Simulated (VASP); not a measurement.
Set up this calculation in VASP 6.6.1, as the native input.

- Task: single point
- Functional: LDA
- Potentials or basis: VASP PAW LDA potentials, release 64 (Ni)
- Cutoff: 520 eV
- k mesh: 24 × 24 × 24
- Occupations: gaussian, width 0.15 eV
- Spin: collinear spin, ferromagnetic start
- Starting moments: [0.5] μB
- Fixed moment: 0.5 μB
- Dipole correction: no
- Further INCAR settings: ALGO = Normal; EDIFF = 1e-06; NBANDS = 15

The structure of Ni lies in POSCAR:

```
Ni
1.0
    0.0000000000      1.7121260312      1.7121260312
    1.7121260312      0.0000000000      1.7121260312
    1.7121260312      1.7121260312      0.0000000000
Ni
1
Direct
    0.0000000000      0.0000000000      0.0000000000
```

The input as run:

INCAR

```
SYSTEM = Ni
  PREC = Accurate
  ENCUT = 520
  EDIFF = 1E-6
  ISMEAR = 0
  SIGMA = 0.15
  LREAL = .False.
  LASPH = .True.
  NELM = 150
  ALGO = Normal
  ISIF = 2
  LWAVE = .False.
  LCHARG = .False.
  ISPIN = 2
  MAGMOM = 0.5
  LORBIT = 11
  NUPDOWN = 0.5
  LMAXMIX = 4
  NBANDS = 15
```

KPOINTS

```
regular mesh
0
Gamma
  24 24 24
  0 0 0
```

Potentials or basis: VASP PAW LDA potentials, release 64 (Ni).

Launch:

```bash
$ cat potpaw_LDA.64/Ni/POTCAR > POTCAR
$ mpirun -np 1 vasp_std > vasp.out
```

Results of the run:

The pressure is -0.5 GPa and the net moment is 0.50 μB per cell. The site moments are Ni +0.50 μB and the valence electrons inside the program's atomic spheres are Ni 9.47.

Caveat: the total moment is fixed, so each spin has its own Fermi level.

Run time: 59 s on 1 thread of AMD EPYC 9R45 96-Core Processor (Zen 5), on a shared host, peak memory 0.16 GiB.
